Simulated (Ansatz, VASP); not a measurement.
## TaH: VASP beside Ansatz

```
Ta H
1.0
     2.84878    0.00000    0.00000
    -1.42439    2.46711    0.00000
     0.00000    0.00000    3.71588
Ta H
1 1
Cartesian
  0.0000 0.0000 0.0000
  0.0000 0.0000 1.8579
```

Alike in both runs: functional PBE; k mesh 9 × 9 × 4; occupations gaussian, width 0.2 eV; no spin polarisation.

Ansatz relaxed the structure, and its values are those at the end. VASP's run is a single point on that final structure, the one shown.

|  | VASP | Ansatz |
| --- | --- | --- |
| version | VASP 6.6.1 | Ansatz 0.2.0 |
| potentials or method | VASP PAW PBE potentials, release 64 (Ta_pv, H), cutoff 500 eV | scalar-relativistic, plane waves, PAW |
| valence electrons in the cell | 12 | 14 |

```csv
,VASP,Ansatz,Ansatz less VASP
gap on the k mesh at the Fermi level (eV),none,none,-
pressure (GPa),0.4,0.5,+0.06
```

A gap of «none» marks a metal or a gap that the smearing closes. VASP's potentials hold 12 valence electrons a cell and Ansatz's 14, so a difference there can come from the potentials and not from the codes.

The k mesh is coarse, so the values compare programs but aren't converged. Spin-orbit coupling is off throughout.
